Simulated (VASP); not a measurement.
Runs of VASP 6.6.1 on MnS. It takes space group Pm-3m (No. 221, cubic). Conventional cell: a = 3.099 Å, b = 3.099 Å, c = 3.099 Å, α = 90.00°, β = 90.00°, γ = 90.00°. Within 3.5 Å of Mn (site symmetry m-3m) lie 8 S at 2.68 Å and 6 Mn at 3.10 Å. Within 3.5 Å of S (site symmetry m-3m) lie 8 Mn at 2.68 Å and 6 S at 3.10 Å. 

```tsv
level	U	gap on the mesh (eV)	pressure (GPa)	moment (μB)
LDA+U	Mn d U = 2.0 eV	none	-0.1	4.37
LDA+U	Mn d U = 6.0 eV	none	(b)	4.79
LDA+U	Mn d U = 4.0 eV	none	(a)	4.73
LDA	-	none	-18.7	3.18
```

Alike in all rows: task single point; potentials or basis VASP PAW LDA potentials, release 64 (Mn_pv, S); spin collinear, ferromagnetic start; cell as given; k mesh 10 × 10 × 10; cutoff (eV) 520; smearing gaussian 0.05 eV.

Task: Fill in the values left out.

Result: (a) 7.2; (b) 10.5.

Caveats: a cell with one magnetic atom can't hold antiferromagnetic order, which such compounds often take; the cell stands under pressure (at least some runs); the cell stands under tension (at least some runs); semilocal functionals often make such compounds metallic where correlation or magnetic order opens a gap, which also shifts bond lengths (at least some runs).

A gap of «none» marks levels without a gap at the run's occupations.
